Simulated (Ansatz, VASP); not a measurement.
**C: VASP beside Ansatz**

The input INCAR:

```
PREC = Accurate
ENCUT = 520
EDIFF = 1E-6
ISMEAR = 0
SIGMA = 0.1
LREAL = F
LASPH = T
NELM = 150
ALGO = Normal
ISIF = 2
LWAVE = F
LCHARG = F
ISPIN = 2
MAGMOM = 1 1 1 1 1 1 1 1
LORBIT = 11
GGA = PE
NBANDS = 30
```

KPOINTS

```
regular mesh
0
Gamma
  4 4 8
```

File POSCAR:

```
C
1.0
    2.4606645800     -3.6051768600      0.0000000000
    2.4606645800      3.6051768600      0.0000000000
    0.0000000000      0.0000000000      2.3696127400
C
8
Direct
    0.5864487000      0.4135513000      0.8372320400
    0.9135513000      0.0864487000      0.3372320400
    0.4407457600      0.0592542400      0.7500000000
    0.0592542400      0.4407457600      0.2500000000
    0.5592542400      0.9407457600      0.2500000000
    0.9407457600      0.5592542400      0.7500000000
    0.0864487000      0.9135513000      0.6627679600
    0.4135513000      0.5864487000      0.1627679600
```

Input for Ansatz:

```yaml
crystal:
  lattice:
    - [2.46066458, -3.60517686, 0.0]
    - [2.46066458, 3.60517686, 0.0]
    - [0.0, 0.0, 2.36961274]
  atoms:
    - { symbol: C, position: [0.5864487, 0.4135513, 0.83723204], spin: 1.0 }
    - { symbol: C, position: [0.9135513, 0.0864487, 0.33723204], spin: 1.0 }
    - { symbol: C, position: [0.44074576, 0.05925424, 0.75], spin: 1.0 }
    - { symbol: C, position: [0.05925424, 0.44074576, 0.25], spin: 1.0 }
    - { symbol: C, position: [0.55925424, 0.94074576, 0.25], spin: 1.0 }
    - { symbol: C, position: [0.94074576, 0.55925424, 0.75], spin: 1.0 }
    - { symbol: C, position: [0.0864487, 0.9135513, 0.66276796], spin: 1.0 }
    - { symbol: C, position: [0.4135513, 0.5864487, 0.16276796], spin: 1.0 }
basis:
  ecutwfc: 420
kpoints:
  mp_grid: { grid: [4, 4, 8] }
hamiltonian:
  xc: pbe
scf:
  occupations: { method: gaussian, width: 0.1 }
  lower_state_search: "off"
output:
  forces: true
  stress: true
  eigenvalues: true
  populations: true
magnetization:
  spin_polarized: true
```

Alike in both runs: task single point; functional PBE; k mesh 4 × 4 × 8; occupations gaussian, width 0.1 eV; collinear spin.

```csv
,VASP,Ansatz
version,VASP 6.6.1,Ansatz 0.2.0
potentials or method,"VASP PAW PBE potentials, release 64 (C), cutoff 520 eV","scalar-relativistic, plane waves, PAW"
valence electrons in the cell,32,32
```

|  | VASP | Ansatz | Ansatz less VASP |
| --- | --- | --- | --- |
| gap on the k mesh at the Fermi level (eV) | none | none | - |
| rms of the force components (eV/Å) | 2.636 | 2.634 | -0.0026 |
| net moment per atom (μB) | 0.00 | 0.00 | 0.000 |

Atom by atom the forces differ by 0.006 eV/Å (rms over components). A gap of «none» marks a metal or a gap that the smearing closes. Ansatz's warnings: seeded moment not kept.

The k mesh is coarse, so the values compare programs but aren't converged.
